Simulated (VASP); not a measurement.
Ca: single point with PBE

Ca:

```
CELL_PARAMETERS angstrom
0.00000 3.58611 3.58611
3.58611 0.00000 3.58611
3.58611 3.58611 0.00000
ATOMIC_POSITIONS crystal
Ca 0.87500 0.87500 0.87500
Ca 0.12500 0.12500 0.12500
```

This isn't the form of Ca at room conditions, which is fcc.

```
Program             : VASP 6.6.1
Task                : single point
Functional          : PBE
Potentials or basis : VASP PAW PBE potentials, release 64 (Ca_sv)
Cutoff              : 520 eV
k mesh              : 10 × 10 × 10
Occupations         : fermi-dirac, width 0.08 eV
Spin                : no spin polarisation
```

```
Pressure               : 3.3 GPa
Band gap on the k mesh : zero (bands 10 and 11 overlap by 1.19 eV)
```

Levels at points of the mesh, in eV from the Fermi level:
| k point | band 8 | band 9 | band 10 | band 11 | band 12 | band 13 |
| --- | --- | --- | --- | --- | --- | --- |
| (0.00, 0.00, 0.00) | -23.34 | -3.61 | 0.77 | 0.77 | 0.91 | 0.91 |
| (0.50, 0.00, 0.00) | -23.31 | -1.71 | -0.95 | 0.60 | 0.60 | 1.04 |
| (0.50, 0.50, 0.00) | -23.27 | -0.77 | -0.77 | 0.09 | 0.09 | 1.29 |

Wall time 2.4 min on 1 thread of Intel Xeon 8259CL, on a shared host, peak memory 0.26 GiB.

Caveat: the cell stands under pressure.
